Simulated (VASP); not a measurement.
Wanted: the native input for a VASP 6.6.1 run.

* Task: relaxation of cell and atoms
* Functional: PBE
* Potentials or basis: VASP PAW PBE potentials, release 64 (Ga_d, O)
* Cutoff: 600 eV
* k mesh: 6 × 6 × 6
* Occupations: gaussian, width 0.02 eV
* Spin: no spin polarisation
* Dipole correction: no
* Further INCAR settings: ALGO = Normal; EDIFF = 1e-06; IBRION = 2; EDIFFG = -0.01; NSW = 100; ISIF = 3

The structure of Ga2O3 lies in POSCAR:

```
Ga2O3
1.0
    3.0395776883      1.7549009966      4.1126061489
   -3.0395776883      1.7549009966      4.1126061489
    0.0000000000     -3.5098019932      4.1126061489
Ga O
2 3
Direct
    0.3309518358      0.3309518358      0.3309518358
    0.6690481642      0.6690481642      0.6690481642
    0.5000000000      0.5000000000      0.0000000000
    0.0000000000      0.5000000000      0.5000000000
    0.5000000000      0.0000000000      0.5000000000
```

The cell was built from a structure type or drawn by symmetry, and may not be a known phase.

These files were run (other wordings do the same):

INCAR

```
  PREC = Accurate
  ENCUT = 600
  EDIFF = 1E-6
  ISMEAR = 0
  SIGMA = 0.02
  LREAL = F
  LASPH = T
  NELM = 80
  ALGO = Normal
  ISIF = 3
  LWAVE = F
  LCHARG = F
  GGA = PE
  IBRION = 2
  NSW = 100
  EDIFFG = -0.01
```

KPOINTS

```
Automatic mesh
0
Gamma
  6 6 6
```

Potentials or basis: VASP PAW PBE potentials, release 64 (Ga_d, O).

Run with:

```console
$ cat potpaw_PBE.64/Ga_d/POTCAR potpaw_PBE.64/O/POTCAR > POTCAR
$ mpirun -np 1 vasp_std > vasp.out
```

It gave:

```json
{
  "Relaxed volume": "24.60 Å³/atom",
  "Relaxed cell": "a = 5.207 Å, b = 5.207 Å, c = 5.207 Å, α = 71.37°, β = 71.37°, γ = 71.37°",
  "Space group after relaxing (to 0.1 Å)": "R-3m (No. 166)",
  "Energy gained by relaxing": "0.9 meV/atom",
  "Ionic steps": "23",
  "Pressure after relaxing": "0.0 GPa",
  "Largest force after relaxing": "0.004 eV/Å",
  "Band gap on the k mesh": "1.92 eV (least direct gap 1.95 eV)"
}
```

Run time: 16 min on 1 thread of AMD EPYC 9R45 96-Core Processor (Zen 5), with other jobs on the host, peak memory 0.38 GiB.
